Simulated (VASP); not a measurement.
**Se: single point with PBE+D3(BJ)**

Se:

```
CELL_PARAMETERS angstrom
4.38223 0.00000 0.00000
-2.19112 3.79512 0.00000
0.00000 0.00000 4.41904
ATOMIC_POSITIONS crystal
Se 0.26271 0.00000 0.33333
Se 0.00000 0.26271 0.66667
Se 0.73729 0.73729 0.00000
```

This cell differs from its parent crystal: c/a of the conventional cell at fixed volume 1.0084.

```
Program                : VASP 6.6.1
Task                   : single point
Functional             : PBE
Dispersion             : D3(BJ)
Potentials or basis    : VASP PAW PBE potentials, release 64 (Se)
Cutoff                 : 520 eV
k mesh                 : 9 × 9 × 8
Occupations            : gaussian, width 0.05 eV
Spin                   : no spin polarisation
Dipole correction      : no
Further INCAR settings : ALGO = Normal; EDIFF = 1e-06; NBANDS = 16
```

| Item | Value |
| --- | --- |
| Pressure | -0.5 GPa |
| Largest force | 0.333 eV/Å |
| Band gap on the k mesh | zero (band 9 reaches 4.15 eV, above the bottom of band 10 at 3.71 eV) |
| Dispersion energy per atom | -0.355 eV |

Forces on the atoms (eV/Å):
```
Se  -0.333  0.000  0.000
Se   0.167 -0.288  0.000
Se   0.167  0.288  0.000
```

Stress tensor (GPa, compression positive):
```
-2.30  0.00  0.00
 0.00 -2.30  0.00
 0.00  0.00  3.03
```

Levels at points of the mesh, in eV from the Fermi level:
```csv
k point,band 7,band 8,band 9,band 10,band 11,band 12
"(0.00, 0.00, 0.00)",-2.57,-2.57,-1.37,0.85,1.61,1.61
"(0.00, 0.00, 0.50)",-2.37,-2.37,-1.21,-0.29,-0.29,0.53
```

Run time: 42 s on 1 thread of AMD EPYC 9R45 96-Core Processor (Zen 5), on a shared host, peak memory 0.22 GiB.

Caveat: pairwise dispersion overbinds metals, which lowers pressure and volume.
